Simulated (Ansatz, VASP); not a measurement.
Ba in VASP and in Ansatz

```
CELL_PARAMETERS angstrom
-2.52500 2.52500 2.50000
2.52500 -2.52500 2.50000
2.52500 2.52500 -2.50000
ATOMIC_POSITIONS crystal
Ba 0.00000 0.00000 0.00000
```

Change from the starting cell: equal xx and yy strain of +1 %.

Alike in both runs: task single point; functional PBEsol; k mesh 10 × 10 × 10; occupations fermi-dirac, width 0.05 eV; no spin polarisation.

```csv
,VASP,Ansatz
version,VASP 6.6.1,Ansatz 0.2.0
potentials or method,"VASP PAW PBE potentials, release 64 (Ba_sv), cutoff 520 eV","all-electron LAPW, scalar-relativistic"
```

```tsv
	VASP	Ansatz	Ansatz less VASP
pressure (GPa)	-0.7	-0.7	-0.05
```

VASP's potentials were made for PBE, not for PBEsol. Ansatz ran all-electron here, and VASP with PAW potentials.

Spin-orbit coupling is off throughout.
